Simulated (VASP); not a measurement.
# Co (Pm-3m) in VASP: further runs

Co is run at these levels: PBE; tasks: single point, relaxation of cell and atoms.

Program: VASP 6.6.1. These are calculated values, not measurements. Logs are shortened: lines on timing, memory, paths and dates and some standing lists are left out, and cuts for length are marked.

**1. The cell of the first run**

It takes space group Pm-3m (No. 221, cubic). Conventional cell: a = 2.340 Å, b = 2.340 Å, c = 2.340 Å, α = 90.00°, β = 90.00°, γ = 90.00°. Within 3.1 Å of Co (site symmetry m-3m) lie 6 Co at 2.34 Å.

**2. Single point, PBE, collinear spin, ferromagnetic start**

The input, INCAR:

```
PREC     = Accurate       # precision mode
ENCUT    = 520            # plane-wave cutoff, eV
EDIFF    = 1E-6           # SCF threshold, eV
ISMEAR   = -1             # smearing method
SIGMA    = 0.05           # smearing width, eV
LREAL    = False          # projectors in reciprocal space
LASPH    = True           # aspherical terms in the spheres
NELM     = 150            # most SCF steps
ALGO     = Normal         # electronic algorithm
ISIF     = 2              # what is computed and relaxed
LWAVE    = False          # write WAVECAR
LCHARG   = False          # write CHGCAR
ISPIN    = 2              # spin polarisation
MAGMOM   = 1.7            # initial moments
LORBIT   = 11             # projections on sites
LMAXMIX  = 4              # l up to which the mixer works
GGA      = PE             # functional
NBANDS   = 14             # bands
```

The input, KPOINTS:

```
Automatic mesh
0
Gamma
  17 17 17
```

The input, POSCAR:

```
Co
1.0
    2.3401639241      0.0000000000      0.0000000000
    0.0000000000      2.3401639241      0.0000000000
    0.0000000000      0.0000000000      2.3401639241
Co
1
Direct
    0.0000000000      0.0000000000      0.0000000000
```

Potentials or basis: VASP PAW PBE potentials, release 64 (Co).

Started as:

```bash
> cat potpaw_PBE.64/Co/POTCAR > POTCAR
> mpirun -np 1 vasp_std > vasp.out
```

OUTCAR:

```text
PREC = Accurate
   ENCUT = 520
   EDIFF = 1E-6
   ISMEAR = -1
   LREAL = False
   LASPH = True
   NELM = 150
   ISIF = 2
   ISPIN = 2
   LORBIT = 11
   GGA = PE

 ion  position               nearest neighbor table
   1  0.000  0.000  0.000-

  LATTYP: Found a simple cubic cell.
 ALAT       =     2.3401639241

  Lattice vectors:

 A1 = (   2.3401639241,   0.0000000000,   0.0000000000)
 A2 = (   0.0000000000,   2.3401639241,   0.0000000000)
 A3 = (   0.0000000000,   0.0000000000,   2.3401639241)

Analysis of symmetry for initial positions (statically):
=====================================================================
 Subroutine PRICEL returns:
 Original cell was already a primitive cell.

 Routine SETGRP: Setting up the symmetry group for a
 simple cubic supercell.

 Subroutine GETGRP returns: Found 48 space group operations
 (whereof 48 operations were pure point group operations)
 out of a pool of 48 trial point group operations.

The static configuration has the point symmetry O_h .

Analysis of symmetry for dynamics (positions and initial velocities):
=====================================================================
 Subroutine PRICEL returns:
 Original cell was already a primitive cell.

 Routine SETGRP: Setting up the symmetry group for a
 simple cubic supercell.

 Subroutine GETGRP returns: Found 48 space group operations
 (whereof 48 operations were pure point group operations)
 out of a pool of 48 trial point group operations.

The dynamic configuration has the point symmetry O_h .

Analysis of structural, dynamic, and magnetic symmetry:
=====================================================================
 Subroutine PRICEL returns:
 Original cell was already a primitive cell.

 Routine SETGRP: Setting up the symmetry group for a
 simple cubic supercell.

 Subroutine GETGRP returns: Found 48 space group operations
 (whereof 48 operations were pure point group operations)
 out of a pool of 48 trial point group operations.

The overall configuration has the point symmetry O_h .

 Subroutine INISYM returns: Found 48 space group operations
 (whereof 48 operations are pure point group operations),
 and found     1 'primitive' translations

----------------------------------------------------------------------------------------

                                     Primitive cell

  volume of cell :      12.8156

  direct lattice vectors                    reciprocal lattice vectors
     2.340163924  0.000000000  0.000000000     0.427320492  0.000000000  0.000000000
     0.000000000  2.340163924  0.000000000     0.000000000  0.427320492  0.000000000
     0.000000000  0.000000000  2.340163924     0.000000000  0.000000000  0.427320492

  length of vectors
     2.340163924  2.340163924  2.340163924     0.427320492  0.427320492  0.427320492

  position of ions in fractional coordinates (direct lattice)
     0.000000000  0.000000000  0.000000000

  ion indices of the primitive-cell ions
   primitive index   ion index
                 1           1

----------------------------------------------------------------------------------------

 KPOINTS: Automatic mesh

Automatic generation of k-mesh.
 Grid dimensions read from file:
 generate k-points for:   17   17   17

 Generating k-lattice:

  Cartesian coordinates                     Fractional coordinates (reciprocal lattice)
     0.025136500  0.000000000  0.000000000     0.058823529  0.000000000  0.000000000
     0.000000000  0.025136500  0.000000000     0.000000000  0.058823529  0.000000000
     0.000000000  0.000000000  0.025136500     0.000000000  0.000000000  0.058823529

  Length of vectors
     0.025136500  0.025136500  0.025136500

  Shift w.r.t. Gamma in fractional coordinates (k-lattice)
     0.000000000  0.000000000  0.000000000

 Subroutine IBZKPT returns following result:
 ===========================================

 Found    165 irreducible k-points:

 Following reciprocal coordinates:
            Coordinates               Weight
  0.000000  0.000000  0.000000      1.000000
  0.058824  0.000000  0.000000      6.000000
  0.117647  0.000000  0.000000      6.000000
  0.176471  0.000000  0.000000      6.000000
  0.235294  0.000000  0.000000      6.000000
  0.294118  0.000000  0.000000      6.000000
[... 16 lines left out ...]
  0.411765  0.117647  0.000000     24.000000
  0.470588  0.117647  0.000000     24.000000
 [... further k-points ...]
   k-points           NKPTS =    165   k-points in BZ     NKDIM =    165   number of bands    NBANDS=     14
   number of dos      NEDOS =    301   number of ions     NIONS =      1
   total plane-waves  NPLWV =   5832
   dimension x,y,z NGX =    18 NGY =   18 NGZ =   18
   dimension x,y,z NGXF=    36 NGYF=   36 NGZF=   36
   ions per type =               1
   NGX,Y,Z   is equivalent  to a cutoff of  12.79, 12.79, 12.79 a.u.
   NGXF,Y,Z  is equivalent  to a cutoff of  25.57, 25.57, 25.57 a.u.
 SYSTEM =  unknown system
   PREC   = accura    normal or accurate (medium, high low for compatibility)
   ISTART =      0    job   : 0-new  1-cont  2-samecut
   ICHARG =      2    charge: 1-file 2-atom 10-const
   ISPIN  =      2    spin polarized calculation?
   LNONCOLLINEAR =      F non collinear calculations
   LSORBIT =      F    spin-orbit coupling
   LASPH  =      T    aspherical Exc in radial PAW
   ENCUT  =  520.0 eV  38.22 Ry    6.18 a.u.   4.35  4.35  4.35*2*pi/ulx,y,z
   NELM   =    150;   NELMIN=  2; NELMDL= -5     # of ELM steps
   EDIFF  = 0.1E-05   stopping-criterion for ELM
   LREAL  =      F    real-space projection
   EDIFFG = 0.1E-04   stopping-criterion for IOM
   NSW    =      0    number of steps for IOM
   IBRION =     -1    ionic relax: 0-MD 1-quasi-New 2-CG
   NFREE  =      0    steps in history (QN), initial steepest desc. (CG)
   ISIF   =      2    stress and relaxation
   ISYM   =      2    0-nonsym 1-usesym 2-fastsym
   POTIM  = 0.5000    time-step for ionic-motion
   TEBEG  =    0.0;   TEEND  =   0.0 temperature during run
   PSTRESS=    0.0 pullay stress
   NELECT =       9.0000    total number of electrons
   NUPDOWN=      -1.0000    fix difference up-down
   EMIN   =  10.00;   EMAX   =-10.00  energy-range for DOS
   EFERMI =   0.00;   METHOD = LEGACY
   ISMEAR =    -1;   SIGMA  =   0.05  broadening in eV -4-tet -1-fermi 0-gaus
   EFERMI_NEDOS =   21; number of points for ismear=-14 and -15
   IALGO  =     38    algorithm
   IMIX   =      4    mixing-type and parameters
     AMIX     =   0.40;   BMIX     =  1.00
     AMIX_MAG =   1.60;   BMIX_MAG =  1.00
  volume/ion in A,a.u.               =      12.82        86.48
  Fermi-wavevector in a.u.,A,eV,Ry     =   1.455155  2.749845 28.810028  2.117477
  Thomas-Fermi vector in A             =   2.572223
   LORBIT       =     11    0 simple, 1 ext, 2 COOP (PROOUT), +10 PAW based schemes
   GGA     = PE    functional components
   LHFCALC =     F    Hartree Fock is set to
   AEXX    =    0.0000 exact exchange contribution
   IVDW    =     0    specifies the selected vdW correction
   LEPSILON=     F    determine dielectric tensor
   LRPA    =     F    only Hartree local field effects (RPA)
 spin polarized calculation
  energy-cutoff  :      520.00
  volume of cell :       12.82
 maximum number of plane-waves:       357
 NGX is ok and might be reduce to    18
   NGX =  9   NGY =  9   NGZ =  9

 number of electron       9.0000003 magnetization       1.8709247

 Free energy of the ion-electron system (eV)
  ---------------------------------------------------
  ext. energy  EPLUGINS =         0.00000000
  ---------------------------------------------------
  free energy    TOTEN  =        -6.27515177 eV

  energy without entropy =       -6.26158212  energy(sigma->0) =       -6.26836695

 E-fermi :   8.3788     XC(G=0): -12.3610

 val. band max:        8.3773212505   @ k =   0.3529   0.2353   0.1765
 cond. band min:       8.3816072570   @ k =   0.4118   0.0588   0.0000
 fundamental gap:      0.0042860064
 Fermi energy:         8.3788355596

 spin component 1

 k-point     1 :       0.0000    0.0000    0.0000
  band No.  band energies     occupation
      1       0.1442      1.00000
      2       4.0467      1.00000
      3       4.0467      1.00000
      4       7.2070      1.00000
      5       7.2070      1.00000
      6       7.2070      1.00000
      7      27.1890      0.00000
      8      27.1890      0.00000
      9      27.1890      0.00000
     10      31.0547      0.00000
     11      31.0547      0.00000
     12      35.3766      0.00000
     13      45.0046      0.00000
     14      48.3666      0.00000
[... 375 lines left out ...]
 k-point    24 :       0.4706    0.1176    0.0000
  band No.  band energies     occupation
      1       4.1769      1.00000
      2       4.7167      1.00000
      3       5.2390      1.00000
      4       6.1503      1.00000
      5       7.1682      1.00000
      6       8.0148      0.99931
      7      12.0347      0.00000
      8      29.0174      0.00000
      9      31.2561      0.00000
     10      33.4258      0.00000
     11      34.8560      0.00000
     12      37.3082      0.00000
     13      39.4090      0.00000
     14      41.1136      0.00000

 [... further k-points ...]

 spin component 2

 k-point     1 :       0.0000    0.0000    0.0000
  band No.  band energies     occupation
      1       0.2973      1.00000
      2       5.3769      1.00000
      3       5.3769      1.00000
      4       9.5481      0.00000
      5       9.5481      0.00000
      6       9.5482      0.00000
      7      27.5758      0.00000
      8      27.5758      0.00000
      9      27.5758      0.00000
     10      31.3686      0.00000
     11      31.3686      0.00000
     12      35.3934      0.00000
     13      48.6287      0.00000
     14      48.9531      0.00000
[... 375 lines left out ...]
 k-point    24 :       0.4706    0.1176    0.0000
  band No.  band energies     occupation
      1       5.0464      1.00000
      2       6.0965      1.00000
      3       6.4559      1.00000
      4       8.3310      0.72249
      5       9.0601      0.00000
      6       9.5023      0.00000
      7      13.1413      0.00000
      8      29.1795      0.00000
      9      31.7967      0.00000
     10      33.3720      0.00000
     11      35.4480      0.00000
     12      37.6810      0.00000
     13      39.8365      0.00000
     14      41.2730      0.00000

 [... further k-points ...]
[... 5 lines left out ...]
  --------------------------------------------------------------------------------------
  -------------------------------------------------------------------------------------
  Total       -0.0507770     -0.0507770     -0.0507770      0.0000000      0.0000000     -0.0000000
  in kB       -6.3480287     -6.3480287     -6.3480287      0.0000000      0.0000000     -0.0000000
  external PRESSURE =      -6.3480287 kB  Pullay stress =       0.0000000 kB

 VOLUME and BASIS-vectors are now :
 -----------------------------------------------------------------------------
  energy-cutoff  :      520.00
  volume of cell :       12.82
      direct lattice vectors                 reciprocal lattice vectors
     2.340163924  0.000000000  0.000000000     0.427320492  0.000000000  0.000000000
     0.000000000  2.340163924  0.000000000     0.000000000  0.427320492  0.000000000
     0.000000000  0.000000000  2.340163924     0.000000000  0.000000000  0.427320492

 POSITION                                       TOTAL-FORCE (eV/Angst)
 -----------------------------------------------------------------------------------
      0.00000      0.00000      0.00000         0.000000      0.000000      0.000000
 -----------------------------------------------------------------------------------
    total drift:                               -0.000000      0.000000      0.000000

  FREE ENERGIE OF THE ION-ELECTRON SYSTEM (eV)
  ---------------------------------------------------
  free  energy   TOTEN  =        -6.2751517715 eV

  energy  without entropy=       -6.2615821209  energy(sigma->0) =       -6.26836695

 total charge

# of ion       s       p       d       tot
------------------------------------------
    1        0.493   0.405   7.265   8.163

 magnetization (x)

# of ion       s       p       d       tot
------------------------------------------
    1        0.006  -0.005   1.877   1.878
```

It took 20 s on 1 thread of Intel Xeon 6975P-C (Granite Rapids), shared host; peak memory 0.15 GiB.

What came out:

* Free energy: -6.2752 eV
* Pressure: -0.6 GPa
* Net moment: 1.87 μB per cell
* Site moments: Co +1.88 μB
* Valence electrons inside the program's atomic spheres: Co 8.16

Levels at points of the mesh, in eV from the Fermi level:
Spin up:
| k point | band 4 | band 5 | band 6 | band 7 | band 8 | band 9 |
| --- | --- | --- | --- | --- | --- | --- |
| (0.00, 0.00, 0.00) | -1.17 | -1.17 | -1.17 | 18.81 | 18.81 | 18.81 |
Spin down:
```csv
k point,band 1,band 2,band 3,band 4,band 5,band 6,band 7,band 8
"(0.00, 0.00, 0.00)",-8.08,-3.00,-3.00,1.17,1.17,1.17,19.20,19.20
```

**3. Single point, PBE, collinear spin, ferromagnetic start**

The input, INCAR:

```
SYSTEM = Co
PREC = Accurate ; ENCUT = 520
EDIFF = 1E-6 ; ISMEAR = -1
SIGMA = 0.05 ; LREAL = .FALSE.
LASPH = .TRUE. ; NELM = 150
ALGO = Normal ; ISIF = 2
LWAVE = .FALSE. ; LCHARG = .TRUE.
ISPIN = 2 ; MAGMOM = 1.7
LORBIT = 11 ; LMAXMIX = 4
GGA = PE ; LELF = .TRUE.
LVHAR = .TRUE. ; NBANDS = 14
```

The input, KPOINTS:

```
Automatic mesh
0
G
  17 17 17
  0 0 0
```

POSCAR is that of step 2.

Potentials or basis: VASP PAW PBE potentials, release 64 (Co).

Started as:

```bash
> cat potpaw_PBE.64/Co/POTCAR > POTCAR
> mpirun -np 1 vasp_std > vasp.out
```

Wall time 21 s (1 thread of Intel Xeon 6975P-C (Granite Rapids), shared host); peak memory 0.15 GiB.

The run converged. Its results:

| Property | Result |
| --- | --- |
| Free energy | -6.2752 eV |
| Pressure | -0.6 GPa |
| Net moment | 1.87 μB per cell |
| Site moments | Co +1.88 μB |
| Valence electrons inside the program's atomic spheres | Co 8.16 |

Levels at points of the mesh, in eV from the Fermi level:
Spin up:
| k point | band 3 | band 4 | band 5 | band 6 | band 7 | band 8 | band 9 | band 10 |
| --- | --- | --- | --- | --- | --- | --- | --- | --- |
| (0.00, 0.00, 0.00) | -4.33 | -1.17 | -1.17 | -1.17 | 18.81 | 18.81 | 18.81 | 22.68 |
Spin down:
```tsv
k point	band 1	band 2	band 3	band 4	band 5	band 6
(0.00, 0.00, 0.00)	-8.08	-3.00	-3.00	1.17	1.17	1.17
```

(Continued in part 2 of 2.)
